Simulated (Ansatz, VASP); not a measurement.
TiO2 in VASP and in Ansatz

```
Ti O
1.0
    -1.89354    1.89354    4.78698
     1.89354   -1.89354    4.78698
     1.89354    1.89354   -4.78698
Ti O
2 4
Cartesian
  0.0000 0.0000 0.0000
  0.0000 1.8935 2.3935
  0.0000 0.0000 1.9920
  0.0000 1.8935 4.3855
  0.0000 1.8935 0.4015
  0.0000 0.0000 7.5819
```

Alike in both runs: functional PBE; dispersion D3(BJ); k mesh 10 × 10 × 10; occupations gaussian, width 0.02 eV; no spin polarisation.

Ansatz relaxed the structure, and its values are those at the end. VASP's run is a single point on that final structure, the one shown.

|  | VASP | Ansatz |
| --- | --- | --- |
| version | VASP 6.6.1 | Ansatz 0.2.0 |
| potentials or method | VASP PAW PBE potentials, release 64 (Ti_sv, O) | scalar-relativistic, plane waves, PAW |
| plane-wave cutoff (eV) | 520 | 420 |
| valence electrons in the cell | 48 | 48 |

Ansatz gave:

```
gap on the k mesh at the Fermi level (eV) : 2.12
least direct gap on the mesh (eV)         : 2.45
pressure (GPa)                            : 0.0
rms of the force components (eV/Å)        : 0.000
```

**Question.** Which values does VASP return?

**Answer.** gap on the k mesh at the Fermi level (eV): 2.10; least direct gap on the mesh (eV): 2.43; pressure (GPa): 0.7; rms of the force components (eV/Å): 0.010.
